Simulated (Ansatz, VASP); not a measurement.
# One calculation of WC, two programs

```xyz
2
Lattice="0.0000 2.1927 2.1927 2.1927 0.0000 2.1927 2.1927 2.1927 0.0000" Properties=species:S:1:pos:R:3 pbc="T T T"
W     0.0000    0.0000    0.0000
C     2.1927    2.1927    2.1927
```

Alike in both runs: task relaxation of cell and atoms; functional PBEsol; dispersion D3(BJ); k mesh 10 × 10 × 10; occupations fermi-dirac, width 0.05 eV; no spin polarisation.

|  | VASP | Ansatz |
| --- | --- | --- |
| version | VASP 6.6.1 | Ansatz 0.2.0 |
| potentials or method | VASP PAW PBE potentials, release 64 (W_sv, C) | Ansatz PAW |
| plane-wave cutoff (eV) | 600 | 420 |
| valence electrons in the cell | 18 | 18 |

Ansatz gave:

* gap on the k mesh at the Fermi level, each at its own relaxed structure (eV): none
* relaxed volume (Å³/atom): 10.07
* relaxed cell length with the largest relative difference (Å): 3.054

Task: Estimate VASP's values.

Result: gap on the k mesh at the Fermi level, each at its own relaxed structure (eV): none; relaxed volume (Å³/atom): 10.09; relaxed cell length with the largest relative difference (Å): 3.056.

VASP's potentials were made for PBE, not for PBEsol. A gap of «none» marks a metal or a gap that the smearing closes.

Spin-orbit coupling is off throughout. Noted on VASP's run: too few bands were computed for a metal, which touches its energy and stress. Noted on Ansatz's run: the plane-wave basis is chosen anew once the cell has moved, so the energies of steps on either side of that aren't comparable.
